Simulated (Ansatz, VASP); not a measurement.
**Li2Mg: VASP beside Ansatz**

File INCAR:

```
SYSTEM = Li2Mg
PREC = Accurate
ENCUT = 520
EDIFF = 1E-7
ISMEAR = 1
SIGMA = 0.025
LREAL = .False.
LASPH = .True.
NELM = 100
ALGO = Normal
ISIF = 2
LWAVE = .False.
LCHARG = .True.
GGA = CA
LELF = .True.
LVHAR = .True.
NBANDS = 17
```

File KPOINTS:

```
regular mesh
0
Gamma
  10 10 2
  0 0 0
```

Contents of POSCAR:

```
Li2Mg
1.0
    3.0782697400      0.0000000000      0.0000000000
   -1.5391348700      2.6658597945      0.0000000000
    0.0000000000      0.0000000000     15.4338964700
Li Mg
4 2
Direct
    0.6666666667      0.3333333333      0.5827943500
    0.3333333333      0.6666666667      0.0827943500
    0.3333333333      0.6666666667      0.4172056500
    0.6666666667      0.3333333333      0.9172056500
    0.3333333333      0.6666666667      0.7500000000
    0.6666666667      0.3333333333      0.2500000000
```

Input for Ansatz:

```yaml
crystal:
  lattice:
    a: 3.07826974
    b: 3.07826974
    c: 15.43389647
    alpha: 90.0
    beta: 90.0
    gamma: 120.0
  space_group: 194
  atoms:
    - { symbol: Li, position: [0.6666666666666666, 0.3333333333333333, 0.58279435] }
    - { symbol: Mg, position: [0.3333333333333333, 0.6666666666666666, 0.75] }
basis:
  ecutwfc: 450.0
kpoints:
  mp_grid:
    grid: [10, 10, 2]
hamiltonian:
  xc: lda
  pseudopotentials:
    kind: paw
scf:
  occupations:
    method: cold
    width: 0.025
output:
  forces: true
  stress: true
```

Alike in both runs: task single point; functional LDA; k mesh 10 × 10 × 2; no spin polarisation.

```csv
,VASP,Ansatz
version,VASP 6.6.1,Ansatz 0.2.0
potentials or method,"VASP PAW LDA potentials, release 64 (Li_sv, Mg), cutoff 520 eV","plane waves, PAW"
occupations,"methfessel-paxton of order 1, width 0.025 eV","cold, width 0.025 eV"
valence electrons in the cell,16,32
```

Ansatz gave:

* rms of the force components (eV/Å): 0.012

**Question.** Which values does VASP return?

**Answer.** rms of the force components (eV/Å): 0.014.

LDA's correlation is that of Perdew and Zunger in VASP and of Perdew and Wang (1992) in Ansatz. Atom by atom the forces differ by 0.002 eV/Å (rms over components). VASP's potentials hold 16 valence electrons a cell and Ansatz's 32, so a difference there can come from the potentials and not from the codes.

Noted on VASP's run: the cutoff is short for stress, so the pressure is rough.
